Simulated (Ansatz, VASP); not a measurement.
# Al3GaN4: VASP beside Ansatz

```
Al Ga N
1.0
     4.40124    0.00000    0.00000
     0.00000    4.40124    0.00000
     0.00000    0.00000    4.40124
Al Ga N
3 1 4
Cartesian
  2.2006 2.2006 0.0000
  2.2006 0.0000 2.2006
  0.0000 2.2006 2.2006
  0.0000 0.0000 0.0000
  3.2765 3.2765 1.1247
  3.2765 1.1247 3.2765
  1.1247 3.2765 3.2765
  1.1247 1.1247 1.1247
```

Alike in both runs: task single point; functional r2SCAN; k mesh 6 × 6 × 6; occupations gaussian, width 0.02 eV; no spin polarisation.

|  | VASP | Ansatz |
| --- | --- | --- |
| version | VASP 6.6.1 | Ansatz 0.2.0 |
| potentials or method | VASP PAW PBE potentials, release 64 (Al, Ga_d, N), cutoff 520 eV | scalar-relativistic, plane waves, PAW |
| valence electrons in the cell | 42 | 42 |

Ansatz gave:

* gap on the k mesh at the Fermi level (eV): 4.01
* least direct gap on the mesh (eV): 4.01
* pressure (GPa): 0.0
* rms of the force components (eV/Å): 0.000

Problem. Estimate VASP's values.

Solution. gap on the k mesh at the Fermi level (eV): 4.00; least direct gap on the mesh (eV): 4.00; pressure (GPa): 0.0; rms of the force components (eV/Å): 0.031.

VASP's potentials were made for PBE, not for r2SCAN. Atom by atom the forces differ by 0.031 eV/Å (rms over components).
